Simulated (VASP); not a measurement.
# HPbNO4 (P2_1) in VASP: notebook, part 2 of 2

VASP 6.6.1. The steps go on from the part before.

## (4) Single point, PBEsol

This run uses another cell than the first one, of 13.39 Å³/atom.

Input file INCAR:

```
SYSTEM = HPbNO4
ALGO = Normal
EDIFF = 1E-6
ENCUT = 520
GGA = PS
ISIF = 2
ISMEAR = -1
LASPH = .TRUE.
LCHARG = .TRUE.
LELF = .TRUE.
LREAL = .FALSE.
LVHAR = .TRUE.
LWAVE = .FALSE.
NBANDS = 57
NELM = 80
PREC = Accurate
SIGMA = 0.05
```

Input file KPOINTS:

```
k-points
0
G
  4 5 3
  0 0 0
```

Input file POSCAR:

```
HPbNO4
1.0
    6.3033112624      0.0000000000      0.0239162394
    0.0000000000      3.9263437314      0.0000000000
   -3.0661807040      0.0000000000      7.5633802703
H Pb N O
2 2 2 8
Direct
    0.3053748175      0.0831275106      0.5219785745
    0.6946251825      0.5831275106      0.4780214255
    0.9867933495      0.5834615152      0.2903312223
    0.0132066505      0.0834615152      0.7096687777
    0.5875716445      0.3795068128      0.7877245363
    0.4124283555      0.8795068128      0.2122754637
    0.1357329701      0.0749888558      0.4624373386
    0.4057758191      0.4793770787      0.7988036056
    0.7768786866      0.4921839856      0.8864884260
    0.5816722102      0.1568292414      0.6713516397
    0.8642670299      0.5749888558      0.5375626614
    0.5942241809      0.9793770787      0.2011963944
    0.2231213134      0.9921839856      0.1135115740
    0.4183277898      0.6568292414      0.3286483603
```

The run is started by

```
cat potpaw_PBE.64/H/POTCAR potpaw_PBE.64/Pb_d/POTCAR potpaw_PBE.64/N/POTCAR potpaw_PBE.64/O/POTCAR > POTCAR
mpirun -np 1 vasp_std > vasp.out
```

Run time: 2.7 min. Hardware: 1 thread of Intel Xeon 6975P-C (Granite Rapids), shared host; peak memory 0.38 GiB.

It converged, with:

- Free energy: -85.0327 eV
- Pressure: 0.8 GPa
- Largest force: 0.527 eV/Å
- Band gap on the k mesh: 3.12 eV (least direct gap 3.24 eV)

Forces on the atoms (eV/Å):
```
H    0.107  0.004  0.056
H   -0.107  0.004 -0.056
Pb  -0.009 -0.001 -0.020
Pb   0.009 -0.001  0.020
N    0.022 -0.056 -0.067
N   -0.022 -0.056  0.067
O   -0.073 -0.005 -0.045
O   -0.502  0.157  0.031
O    0.372  0.182  0.317
O    0.090 -0.282 -0.288
O    0.073 -0.005  0.045
O    0.502  0.157 -0.031
O   -0.372  0.182 -0.317
O   -0.090 -0.282  0.288
```

Stress tensor (GPa, compression positive):
```
1.56 0.00 0.33
0.00 0.39 0.00
0.33 0.00 0.60
```

Levels at points of the mesh, in eV from the valence-band top:
```
           k point  band 41  band 42  band 43  band 44  band 45  band 46  band 47  band 48
(0.00, 0.00, 0.00)    -1.34    -0.48    -0.41    -0.15     3.26     3.44     4.67     4.90
(0.50, 0.00, 0.00)    -1.09    -0.76    -0.48     0.00     3.52     3.53     3.95     4.56
```

Caveat: the standard files for N, O and F lose accuracy on very short bonds; the PAW data sets were made with another functional, which shifts forces and pressure a little; spin-orbit coupling is left out, which moves the levels of the heavy elements. A k mesh can miss the band edges.

## (5) Single point, r2SCAN+D4

This run uses another cell than the first one, of 13.03 Å³/atom.

Input file POSCAR:

```
HPbNO4
1.0
    6.2796622451      0.0000000000      0.1485742478
    0.0000000000      3.8652407379      0.0000000000
   -2.9048867659      0.0000000000      7.4496788968
H Pb N O
2 2 2 8
Direct
    0.3015020792      0.0691709392      0.5145609407
    0.6984979208      0.5691709392      0.4854390593
    0.9870013443      0.5697411922      0.2843403995
    0.0129986557      0.0697411922      0.7156596005
    0.5788340038      0.3887748835      0.7888713380
    0.4211659962      0.8887748835      0.2111286620
    0.1366256510      0.0636933756      0.4618731687
    0.3958600721      0.4928729332      0.7984741770
    0.7632770465      0.5078197315      0.8873092360
    0.5794937049      0.1574019449      0.6758414240
    0.8633743490      0.5636933756      0.5381268313
    0.6041399279      0.9928729332      0.2015258230
    0.2367229535      1.0078197315      0.1126907640
    0.4205062951      0.6574019449      0.3241585760
```

Input file INCAR.step1:

```
  PREC = Accurate
  ENCUT = 520
  ISMEAR = -1
  SIGMA = 0.05
  LREAL = False
  LASPH = True
  NELM = 100
  NBANDS = 57
  GGA = PE
  ALGO = Normal
  EDIFF = 1E-4
  LWAVE = True
  LCHARG = False
```

Input file INCAR.step2:

```
  PREC = Accurate
  ENCUT = 520
  EDIFF = 1E-6
  ISMEAR = -1
  SIGMA = 0.05
  LREAL = False
  LASPH = True
  NELM = 100
  ALGO = Normal
  ISIF = 2
  LWAVE = False
  LCHARG = False
  METAGGA = R2SCAN
  LMIXTAU = True
  IVDW = 13
  VDW_S6 = 1.0
  VDW_S8 = 0.6018749
  VDW_A1 = 0.51559235
  VDW_A2 = 5.77342911
  NBANDS = 57
  ISTART = 1
```

Input file KPOINTS:

```
regular mesh
0
Gamma
  4 5 3
```

The run is started by

```
cat potpaw_PBE.64/H/POTCAR potpaw_PBE.64/Pb_d/POTCAR potpaw_PBE.64/N/POTCAR potpaw_PBE.64/O/POTCAR > POTCAR
cp INCAR.step1 INCAR
mpirun -np 1 vasp_std > vasp.out
cp INCAR.step2 INCAR
mpirun -np 1 vasp_std > vasp.out
```

It took 20 min on 1 thread of Intel Xeon 8259CL, shared host; peak memory 0.43 GiB.

The run converged. Its results:

```yaml
Free_energy: -197.5294 eV
Pressure: 1.2 GPa
Largest_force: 0.609 eV/Å
Band_gap_on_the_k_mesh: 3.54 eV (least direct gap 3.69 eV)
Dispersion_energy_per_atom: -0.055 eV
```

Forces in eV/Å, atoms in the order of the input:
```
H    0.146  0.007  0.078
H   -0.146  0.007 -0.078
Pb  -0.013 -0.010 -0.058
Pb   0.013 -0.010  0.058
N    0.017 -0.053 -0.048
N   -0.017 -0.053  0.048
O   -0.077  0.000 -0.046
O   -0.578  0.191  0.015
O    0.423  0.220  0.369
O    0.104 -0.354 -0.349
O    0.077  0.000  0.046
O    0.578  0.191 -0.015
O   -0.423  0.220 -0.369
O   -0.104 -0.354  0.349
```

Stress tensor (GPa, compression positive):
```
1.96 0.00 0.36
0.00 0.73 0.00
0.36 0.00 0.84
```

Levels at points of the mesh, in eV from the valence-band top:
| k point | band 42 | band 43 | band 44 | band 45 | band 46 | band 47 |
| --- | --- | --- | --- | --- | --- | --- |
| (0.00, 0.00, 0.00) | -0.55 | -0.48 | -0.13 | 3.70 | 3.90 | 5.39 |
| (0.50, 0.00, 0.00) | -0.77 | -0.54 | 0.00 | 3.96 | 3.99 | 4.57 |

Caveat: the standard files for N, O and F lose accuracy on very short bonds; the PAW data sets were made with another functional, which shifts forces and pressure a little; spin-orbit coupling is left out, which moves the levels of the heavy elements. A k mesh can miss the band edges.

## (6) Single point, PBEsol+D3(BJ)

Input file INCAR:

```
SYSTEM = HPbNO4
PREC     = Accurate       ! precision mode
ENCUT    = 520            ! plane-wave cutoff, eV
EDIFF    = 1E-6           ! SCF threshold, eV
ISMEAR   = -1             ! smearing method
SIGMA    = 0.05           ! smearing width, eV
LREAL    = .False.        ! projectors in reciprocal space
LASPH    = .True.         ! aspherical terms in the spheres
NELM     = 80             ! most SCF steps
ALGO     = Normal         ! electronic algorithm
ISIF     = 2              ! what is computed and relaxed
LWAVE    = .False.        ! write WAVECAR
LCHARG   = .False.        ! write CHGCAR
GGA      = PS             ! functional
IVDW     = 12             ! dispersion correction
NBANDS   = 57             ! bands
```

Input file KPOINTS:

```
Automatic mesh
0
Gamma
  4 5 3
  0 0 0
```

Input file POSCAR:

```
HPbNO4
1.0
    6.2684664887      0.0000000000      0.0946552180
    0.0000000000      3.8287567304      0.0000000000
   -2.9640326827      0.0000000000      7.3993225612
H Pb N O
2 2 2 8
Direct
    0.3100521010      0.0755894484      0.5258023927
    0.6899478990      0.5755894484      0.4741976073
    0.9886568220      0.5700023222      0.2855866495
    0.0113431780      0.0700023222      0.7144133505
    0.5815172259      0.3873121544      0.7921549854
    0.4184827741      0.8873121544      0.2078450146
    0.1407318894      0.0646677601      0.4651835228
    0.3999131254      0.4895479545      0.8058362915
    0.7704467258      0.5070747419      0.8893611570
    0.5769369720      0.1552806184      0.6755913449
    0.8592681106      0.5646677601      0.5348164772
    0.6000868746      0.9895479545      0.1941637085
    0.2295532742      1.0070747419      0.1106388430
    0.4230630280      0.6552806184      0.3244086551
```

Potentials or basis: VASP PAW PBE potentials, release 64 (H, Pb_d, N, O).

The run is started by

```
cat potpaw_PBE.64/H/POTCAR potpaw_PBE.64/Pb_d/POTCAR potpaw_PBE.64/N/POTCAR potpaw_PBE.64/O/POTCAR > POTCAR
mpirun -np 1 vasp_std > vasp.out
```

Run time: 2.4 min. Hardware: 1 thread of Intel Xeon Platinum 8488C (Sapphire Rapids), shared host; peak memory 0.38 GiB.

Results (log left out):

```yaml
Free_energy: -86.3031 eV
Pressure: 0.9 GPa
Largest_force: 0.539 eV/Å
Band_gap_on_the_k_mesh: 3.02 eV (least direct gap 3.16 eV)
Dispersion_energy_per_atom: -0.093 eV
```

Forces on the atoms (eV/Å):
```
H    0.106  0.004  0.056
H   -0.106  0.004 -0.056
Pb  -0.004 -0.004 -0.023
Pb   0.004 -0.004  0.023
N    0.033 -0.058 -0.045
N   -0.033 -0.058  0.045
O   -0.072 -0.004 -0.041
O   -0.512  0.165  0.028
O    0.371  0.190  0.307
O    0.093 -0.293 -0.295
O    0.072 -0.004  0.041
O    0.512  0.165 -0.028
O   -0.371  0.190 -0.307
O   -0.093 -0.293  0.295
```

Stress tensor (GPa, compression positive):
```
1.67 0.00 0.35
0.00 0.47 0.00
0.35 0.00 0.61
```

Levels at points of the mesh, in eV from the valence-band top:
| k point | band 40 | band 41 | band 42 | band 43 | band 44 | band 45 | band 46 | band 47 | band 48 | band 49 |
| --- | --- | --- | --- | --- | --- | --- | --- | --- | --- | --- |
| (0.00, 0.00, 0.00) | -1.55 | -1.35 | -0.58 | -0.52 | -0.16 | 3.19 | 3.36 | 4.73 | 5.00 | 6.23 |
| (0.50, 0.00, 0.00) | -1.42 | -1.07 | -0.87 | -0.57 | 0.00 | 3.43 | 3.46 | 3.96 | 4.67 | 5.52 |

Caveat: the standard files for N, O and F lose accuracy on very short bonds; the PAW data sets were made with another functional, which shifts forces and pressure a little; spin-orbit coupling is left out, which moves the levels of the heavy elements.

## (7) The runs side by side

| level | cell | gap on the mesh (eV) | pressure (GPa) | largest force (eV/Å) |
| --- | --- | --- | --- | --- |
| r2SCAN+rVV10 | a = 6.270, b = 3.830, c = 7.870 Å, angles 90.0, 108.8, 90.0°, 14 atoms, atomic positions A | 3.49 | 1.2 | 0.60 |
| BLYP | a = 6.532, b = 4.248, c = 8.458 Å, angles 90.0, 112.6, 90.0°, 14 atoms, atomic positions B | 3.26 | 0.9 | 0.53 |
| PBEsol | a = 6.303, b = 3.926, c = 8.161 Å, angles 90.0, 111.9, 90.0°, 14 atoms, atomic positions C | 3.12 | 0.8 | 0.53 |
| r2SCAN+D4 | a = 6.281, b = 3.865, c = 7.996 Å, angles 90.0, 109.9, 90.0°, 14 atoms, atomic positions D | 3.54 | 1.2 | 0.61 |
| PBEsol+D3(BJ) | a = 6.269, b = 3.829, c = 7.971 Å, angles 90.0, 111.0, 90.0°, 14 atoms, atomic positions E | 3.02 | 0.9 | 0.54 |

Alike in all rows: task single point; potentials or basis VASP PAW PBE potentials, release 64 (H, Pb_d, N, O); no spin polarisation; k mesh 4 × 5 × 3; cutoff (eV) 520; smearing fermi-dirac 0.05 eV.

Caveats: the PAW data sets were made with another functional, which shifts forces and pressure a little; spin-orbit coupling is left out, which moves the levels of the heavy elements; the standard files for N, O and F lose accuracy on very short bonds (at least some runs).

Total energies depend on the potentials used, so only differences within one code and one set of settings carry meaning.
